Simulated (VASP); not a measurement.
# W (Im-3m) in VASP: further runs

The runs below take W through single point, with LDA.

Everything below comes from runs of VASP 6.6.1. Logs are shortened: lines on timing, memory, paths and dates and some standing lists are left out, and cuts for length are marked.

### 1 The cell of the first run

Symmetry: Im-3m, No. 229, cubic system. Conventional cell: a = 3.135 Å, b = 3.135 Å, c = 3.135 Å, α = 90.00°, β = 90.00°, γ = 90.00°. Within 3.6 Å of W (site symmetry m-3m) lie 14 W at 2.71 to 3.13 Å.

### 2 Single point, LDA

Input file INCAR:

```
ALGO = Normal
EDIFF = 1E-7
ENCUT = 520
ISIF = 2
ISMEAR = -1
LASPH = T
LCHARG = F
LREAL = F
LWAVE = F
NBANDS = 21
NELM = 100
PREC = Accurate
SIGMA = 0.05
```

Input file KPOINTS:

```
k-points
0
Gamma
  16 16 9
```

Input file POSCAR:

```
W
1.0
   -1.5673368545      1.5673368545      1.5673368545
    1.5673368545     -1.5673368545      1.5673368545
    3.1346737090      3.1346737090      0.0000000000
W
2
Direct
    0.0000000000      0.0000000000      0.0000000000
    0.5000000000      0.5000000000      0.5000000000
```

Potentials or basis: VASP PAW LDA potentials, release 64 (W_sv).

The run is started by

```bash
> cat potpaw_LDA.64/W_sv/POTCAR > POTCAR
> mpirun -np 1 vasp_std > vasp.out
```

OUTCAR:

```text
EDIFF = 1E-7
   ENCUT = 520
   ISIF = 2
   ISMEAR = -1
   LASPH = T
   LREAL = F
   NELM = 100
   PREC = Accurate

 ion  position               nearest neighbor table
   1  0.000  0.000  0.000-   2 2.71   2 2.71   2 2.71   2 2.71   2 3.13   2 3.13   2 3.13   2 3.13

   2  0.500  0.500  0.500-   1 2.71   1 2.71   1 2.71   1 2.71   1 3.13   1 3.13   1 3.13   1 3.13

  LATTYP: Found a base centered orthorhombic cell.
 ALAT       =     3.1346737090
 B/A-ratio  =     1.4142135624
 C/A-ratio  =     1.4142135624

  Lattice vectors:

 A1 = (  -1.5673368545,   1.5673368545,   1.5673368545)
 A2 = (   1.5673368545,  -1.5673368545,   1.5673368545)
 A3 = (   3.1346737090,   3.1346737090,   0.0000000000)

Analysis of symmetry for initial positions (statically):
=====================================================================
 Subroutine PRICEL returns following result:

  LATTYP: Found a body centered cubic cell.
 ALAT       =     3.1346737090

  Lattice vectors:

 A1 = (  -1.5673368545,   1.5673368545,  -1.5673368545)
 A2 = (  -1.5673368545,  -1.5673368545,   1.5673368545)
 A3 = (   1.5673368545,   1.5673368545,   1.5673368545)

   2 primitive cells build up your supercell.

 Routine SETGRP: Setting up the symmetry group for a
 base centered orthorhombic supercell.

 Subroutine GETGRP returns: Found  8 space group operations
 (whereof  8 operations were pure point group operations)
 out of a pool of  8 trial point group operations.

The static configuration has the point symmetry D_2h.

Analysis of symmetry for dynamics (positions and initial velocities):
=====================================================================
 Subroutine PRICEL returns following result:

  LATTYP: Found a body centered cubic cell.
 ALAT       =     3.1346737090

  Lattice vectors:

 A1 = (  -1.5673368545,   1.5673368545,  -1.5673368545)
 A2 = (  -1.5673368545,  -1.5673368545,   1.5673368545)
 A3 = (   1.5673368545,   1.5673368545,   1.5673368545)

   2 primitive cells build up your supercell.

 Routine SETGRP: Setting up the symmetry group for a
 base centered orthorhombic supercell.

 Subroutine GETGRP returns: Found  8 space group operations
 (whereof  8 operations were pure point group operations)
 out of a pool of  8 trial point group operations.

The dynamic configuration has the point symmetry D_2h.

 Subroutine INISYM returns: Found  8 space group operations
 (whereof  8 operations are pure point group operations),
 and found     2 'primitive' translations

----------------------------------------------------------------------------------------

                                     Primitive cell

  volume of cell :      15.4009

  direct lattice vectors                    reciprocal lattice vectors
    -1.567336854  1.567336854 -1.567336854    -0.319012469  0.319012469  0.000000000
    -1.567336854 -1.567336854  1.567336854    -0.319012469  0.000000000  0.319012469
     1.567336855  1.567336855  1.567336854     0.000000000  0.319012469  0.319012469

  length of vectors
     2.714707065  2.714707065  2.714707065     0.451151760  0.451151760  0.451151760

  position of ions in fractional coordinates (direct lattice)
     0.000000000  0.000000000  0.000000000

  ion indices of the primitive-cell ions
   primitive index   ion index
                 1           1

----------------------------------------------------------------------------------------

 KPOINTS: k-points

Automatic generation of k-mesh.
 Grid dimensions read from file:
 generate k-points for:   16   16    9

 Generating k-lattice:

  Cartesian coordinates                     Fractional coordinates (reciprocal lattice)
    -0.009969140  0.009969140  0.019938279     0.062500000  0.000000000  0.000000000
     0.009969140 -0.009969140  0.019938279     0.000000000  0.062500000  0.000000000
     0.017722915  0.017722915  0.000000000     0.000000000  0.000000000  0.111111111

  Length of vectors
     0.024419305  0.024419305  0.025063987

  Shift w.r.t. Gamma in fractional coordinates (k-lattice)
     0.000000000  0.000000000  0.000000000

 Subroutine IBZKPT returns following result:
 ===========================================

 Found    365 irreducible k-points:

 Following reciprocal coordinates:
            Coordinates               Weight
  0.000000  0.000000  0.000000      1.000000
  0.062500  0.000000  0.000000      4.000000
  0.125000  0.000000  0.000000      4.000000
  0.187500  0.000000  0.000000      4.000000
  0.250000  0.000000  0.000000      4.000000
  0.312500  0.000000  0.000000      4.000000
[... 16 lines left out ...]
 -0.125000  0.062500  0.000000      4.000000
 -0.062500  0.062500  0.000000      2.000000
 [... further k-points ...]
   k-points           NKPTS =    365   k-points in BZ     NKDIM =    365   number of bands    NBANDS=     21
   number of dos      NEDOS =    301   number of ions     NIONS =      2
   total plane-waves  NPLWV =  14400
   dimension x,y,z NGX =    20 NGY =   20 NGZ =   36
   dimension x,y,z NGXF=    40 NGYF=   40 NGZF=   72
   ions per type =               2
   NGX,Y,Z   is equivalent  to a cutoff of  12.25, 12.25, 13.50 a.u.
   NGXF,Y,Z  is equivalent  to a cutoff of  24.50, 24.50, 27.00 a.u.
 SYSTEM =  unknown system
   PREC   = accura    normal or accurate (medium, high low for compatibility)
   ISTART =      0    job   : 0-new  1-cont  2-samecut
   ICHARG =      2    charge: 1-file 2-atom 10-const
   ISPIN  =      1    spin polarized calculation?
   LNONCOLLINEAR =      F non collinear calculations
   LSORBIT =      F    spin-orbit coupling
   LASPH  =      T    aspherical Exc in radial PAW
   ENCUT  =  520.0 eV  38.22 Ry    6.18 a.u.   5.05  5.05  8.24*2*pi/ulx,y,z
   NELM   =    100;   NELMIN=  2; NELMDL= -5     # of ELM steps
   EDIFF  = 0.1E-06   stopping-criterion for ELM
   LREAL  =      F    real-space projection
   EDIFFG = 0.1E-05   stopping-criterion for IOM
   NSW    =      0    number of steps for IOM
   IBRION =     -1    ionic relax: 0-MD 1-quasi-New 2-CG
   NFREE  =      0    steps in history (QN), initial steepest desc. (CG)
   ISIF   =      2    stress and relaxation
   ISYM   =      2    0-nonsym 1-usesym 2-fastsym
   POTIM  = 0.5000    time-step for ionic-motion
   TEBEG  =    0.0;   TEEND  =   0.0 temperature during run
   PSTRESS=    0.0 pullay stress
   NELECT =      28.0000    total number of electrons
   NUPDOWN=      -1.0000    fix difference up-down
   EMIN   =  10.00;   EMAX   =-10.00  energy-range for DOS
   EFERMI =   0.00;   METHOD = LEGACY
   ISMEAR =    -1;   SIGMA  =   0.05  broadening in eV -4-tet -1-fermi 0-gaus
   EFERMI_NEDOS =   21; number of points for ismear=-14 and -15
   IALGO  =     38    algorithm
   IMIX   =      4    mixing-type and parameters
     AMIX     =   0.40;   BMIX     =  1.00
     AMIX_MAG =   1.60;   BMIX_MAG =  1.00
  volume/ion in A,a.u.               =      15.40       103.93
  Fermi-wavevector in a.u.,A,eV,Ry     =   1.585873  2.996866 34.218574  2.514994
  Thomas-Fermi vector in A             =   2.685271
   LORBIT       =      0    0 simple, 1 ext, 2 COOP (PROOUT), +10 PAW based schemes
   GGA     = CA    functional components
   LHFCALC =     F    Hartree Fock is set to
   AEXX    =    0.0000 exact exchange contribution
   IVDW    =     0    specifies the selected vdW correction
   LEPSILON=     F    determine dielectric tensor
   LRPA    =     F    only Hartree local field effects (RPA)
 non-spin polarized calculation
  energy-cutoff  :      520.00
  volume of cell :       30.80
 maximum number of plane-waves:       844
   NGX = 11   NGY = 11   NGZ = 17

 number of electron      28.0000003 magnetization

 Free energy of the ion-electron system (eV)
  ---------------------------------------------------
  ext. energy  EPLUGINS =         0.00000000
  ---------------------------------------------------
  free energy    TOTEN  =       -28.21607227 eV

  energy without entropy =      -28.20800570  energy(sigma->0) =      -28.21203898

 E-fermi :  11.7800     XC(G=0): -13.9921

 val. band max:       11.7711136829   @ k =   0.1875   0.0000   0.0000
 cond. band min:      11.7811957661   @ k =  -0.3125   0.3125   0.4444
 fundamental gap:      0.0100820832
 Fermi energy:        11.7799504085

 k-point     1 :       0.0000    0.0000    0.0000
  band No.  band energies     occupation
      1     -61.9685      2.00000
      2     -61.8112      2.00000
      3     -27.1704      2.00000
      4     -26.1964      2.00000
      5     -25.7395      2.00000
      6     -25.7307      2.00000
[... 13 lines left out ...]
     20      18.1407      0.00000
     21      23.3822      0.00000

 k-point     2 :       0.0625    0.0000    0.0000
  band No.  band energies     occupation
      1     -61.9641      2.00000
      2     -61.8097      2.00000
      3     -27.1530      2.00000
      4     -26.2129      2.00000
      5     -25.7758      2.00000
      6     -25.7625      2.00000
[... 13 lines left out ...]
     20      18.3690      0.00000
     21      23.0670      0.00000

 k-point     3 :       0.1250    0.0000    0.0000
  band No.  band energies     occupation
      1     -61.9512      2.00000
      2     -61.8056      2.00000
      3     -27.1016      2.00000
      4     -26.2694      2.00000
      5     -25.9053      2.00000
      6     -25.8168      2.00000
[... 13 lines left out ...]
     20      19.0865      0.00000
     21      22.4618      0.00000
[... 457 lines left out ...]
 k-point    23 :      -0.1250    0.0625    0.0000
  band No.  band energies     occupation
      1     -61.9526      2.00000
      2     -61.8013      2.00000
      3     -27.1217      2.00000
      4     -26.2609      2.00000
      5     -25.9004      2.00000
      6     -25.8323      2.00000
[... 13 lines left out ...]
     20      18.4483      0.00000
     21      22.8961      0.00000

 k-point    24 :      -0.0625    0.0625    0.0000
  band No.  band energies     occupation
      1     -61.9626      2.00000
      2     -61.8068      2.00000
      3     -27.1544      2.00000
      4     -26.2178      2.00000
      5     -25.7895      2.00000
      6     -25.7800      2.00000
[... 13 lines left out ...]
     20      18.0974      0.00000
     21      23.1839      0.00000

 [... further k-points ...]

------------------------ aborting loop because EDIFF is reached ----------------------------------------

  FORCE on cell =-STRESS in cart. coord.  units (eV):
  Direction    XX          YY          ZZ          XY          YZ          ZX
  --------------------------------------------------------------------------------------
  -------------------------------------------------------------------------------------
  Total        0.3947888      0.3947888      0.4162456     -0.0572063      0.0000000      0.0000000
  in kB       20.5351742     20.5351742     21.6512643     -2.9756212      0.0000000      0.0000000
  external PRESSURE =      20.9072042 kB  Pullay stress =       0.0000000 kB

 VOLUME and BASIS-vectors are now :
 -----------------------------------------------------------------------------
  energy-cutoff  :      520.00
  volume of cell :       30.80
      direct lattice vectors                 reciprocal lattice vectors
    -1.567336854  1.567336854  1.567336854    -0.159506235  0.159506235  0.319012469
     1.567336854 -1.567336854  1.567336854     0.159506235 -0.159506235  0.319012469
     3.134673709  3.134673709  0.000000000     0.159506235  0.159506235  0.000000000

 POSITION                                       TOTAL-FORCE (eV/Angst)
 -----------------------------------------------------------------------------------
      0.00000      0.00000      0.00000         0.000000      0.000000     -0.000000
      1.56734      1.56734      1.56734        -0.000000     -0.000000      0.000000
 -----------------------------------------------------------------------------------
    total drift:                                0.000000      0.000000      0.000000

  FREE ENERGIE OF THE ION-ELECTRON SYSTEM (eV)
  ---------------------------------------------------
  free  energy   TOTEN  =       -28.2160722688 eV

  energy  without entropy=      -28.2080057005  energy(sigma->0) =      -28.21203898
```

Run time: 1.8 min. Hardware: 1 thread of Intel Xeon Platinum 8488C (Sapphire Rapids), shared host; peak memory 0.27 GiB.

Results:

| Quantity | Value |
| --- | --- |
| Free energy | -28.2161 eV |
| Pressure | 2.1 GPa |
| Band gap on the k mesh | zero (bands 14 and 15 overlap by 3.64 eV) |

Levels at points of the mesh, in eV from the Fermi level:
```
           k point  band 12  band 13  band 14  band 15  band 16  band 17
(0.00, 0.00, 0.00)    -1.35    -1.35    -1.35     0.91     2.14     2.22
(0.50, 0.00, 0.00)    -3.38    -2.24    -2.24     1.80     1.80     3.13
(0.50, 0.50, 0.00)    -3.76     0.91     2.14     3.14     5.32     5.32
```

Caveat: spin-orbit coupling is left out, which moves the levels of the heavy elements.

### 3 Single point, LDA

Input file INCAR:

```
ALGO = Normal ; EDIFF = 1E-6
ENCUT = 520 ; GGA = CA
ISIF = 2 ; ISMEAR = -1
LASPH = True ; LCHARG = True
LELF = True ; LREAL = False
LVHAR = True ; LWAVE = False
NBANDS = 21 ; NELM = 60
PREC = Accurate ; SIGMA = 0.05
```

KPOINTS is that of step 2.

POSCAR is that of step 2.

Potentials or basis: VASP PAW LDA potentials, release 64 (W_sv).

The run is started by

```bash
> cat potpaw_LDA.64/W_sv/POTCAR > POTCAR
> mpirun -np 1 vasp_std > vasp.out
```

It took 88 s on 1 thread of Intel Xeon Platinum 8488C (Sapphire Rapids), shared host; peak memory 0.28 GiB.

The run converged. Its results:

```
Free energy            : -28.2161 eV
Pressure               : 2.1 GPa
Band gap on the k mesh : zero (bands 14 and 15 overlap by 3.64 eV)
```

Levels at points of the mesh, in eV from the Fermi level:
```tsv
k point	band 12	band 13	band 14	band 15	band 16	band 17
(0.00, 0.00, 0.00)	-1.35	-1.35	-1.35	0.91	2.14	2.22
(0.50, 0.00, 0.00)	-3.38	-2.24	-2.24	1.80	1.80	3.13
(0.50, 0.50, 0.00)	-3.76	0.91	2.14	3.14	5.32	5.32
```

Caveat: spin-orbit coupling is left out, which moves the levels of the heavy elements.
